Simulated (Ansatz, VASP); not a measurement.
Two plane-wave programs on Pt

```
Pt
1.0
     2.81955    0.00000    0.00000
    -1.40977    2.44180    0.00000
     0.00000    0.00000    4.83635
Pt
2
Cartesian
  0.0000 1.6279 1.2091
  1.4098 0.8139 3.6273
```

Alike in both runs: task single point; functional LDA; k mesh 15 × 15 × 8; occupations fermi-dirac, width 0.1 eV; no spin polarisation.

```csv
,VASP,Ansatz
version,VASP 6.6.1,Ansatz 0.2.0
potentials or method,"VASP PAW LDA potentials, release 64 (Pt), cutoff 520 eV","plane waves (420 eV) with PAW, scalar-relativistic"
valence electrons in the cell,20,36
```

```csv
,VASP,Ansatz,Ansatz less VASP
pressure (GPa),-24.5,-25.0,-0.46
"traceless stress, the component that is largest in VASP (GPa)",1.47,1.75,+0.274
```

Ansatz warns that its potentials were made for another functional, while VASP's fit it. LDA's correlation is that of Perdew and Zunger in VASP and of Perdew and Wang (1992) in Ansatz. VASP's potentials hold 20 valence electrons a cell and Ansatz's 36, so a difference there can come from the potentials and not from the codes.

Spin-orbit coupling is off throughout.
